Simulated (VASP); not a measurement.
Write the native input for VASP 6.6.1 that does the following.

```yaml
Task: single point
Functional: PBE
Potentials_or_basis: VASP PAW PBE potentials, release 64 (Zn, H, O)
Cutoff: 520 eV
k_mesh: 6 × 6 × 2
Occupations: gaussian, width 0.1 eV
Spin: collinear spin, ferromagnetic start
Starting_moments: "[0.0, 0.0, 0.0, 0.0, 0.0, 1.0, 1.0, 1.0] μB"
Dipole_correction: no
Further_INCAR_settings: ALGO = Normal; EDIFF = 1e-06; NBANDS = 31
```

The structure of ZnH4O3 lies in POSCAR:

```
ZnH4O3
1.0
    2.5829425084      0.0000000025      0.0000000000
   -1.2914712563      2.2368938275      0.0000000000
    0.0000000000      0.0000000000     10.6572685289
Zn H O
1 4 3
Direct
    0.6666666667      0.3333333333      0.0000000000
    0.0000000000      0.0000000000      0.1661693424
    0.0000000000      0.0000000000      0.5484804788
    0.0000000000      0.0000000000      0.4515195212
    0.0000000000      0.0000000000      0.8338306576
    0.6666666667      0.3333333333      0.5000000000
    0.3333333333      0.6666666667      0.1420611073
    0.3333333333      0.6666666667      0.8579388927
```

The cell was built from a structure type or drawn by symmetry, and may not be a known phase.

The input as run:

INCAR

```
PREC = Accurate ; ENCUT = 520
EDIFF = 1E-6 ; ISMEAR = 0
SIGMA = 0.1 ; LREAL = F
LASPH = T ; NELM = 150
ALGO = Normal ; ISIF = 2
LWAVE = F ; LCHARG = F
ISPIN = 2 ; MAGMOM = 0 0 0 0 0 1 1 1
LORBIT = 11 ; GGA = PE
NBANDS = 31
```

KPOINTS

```
regular mesh
0
Gamma
  6 6 2
```

Potentials or basis: VASP PAW PBE potentials, release 64 (Zn, H, O).

Launch:

```bash
$ cat potpaw_PBE.64/Zn/POTCAR potpaw_PBE.64/H/POTCAR potpaw_PBE.64/O/POTCAR > POTCAR
$ mpirun -np 1 vasp_std > vasp.out
```

It gave:

The pressure is 0.5 GPa, the largest force is 0.080 eV/Å and the band gap on the k mesh is 0.38 eV. The net moment is 0.00 μB per cell and the valence electrons inside the program's atomic spheres are Zn 10.89; H 0.37, 0.39 (each value once); O 4.89, 4.98 (each value once).

Caveat: the k points lie up to 0.47 Å⁻¹ apart.

It took 41 s on 1 thread of AMD EPYC 9R45 96-Core Processor (Zen 5) (shared host), peak memory 0.18 GiB.
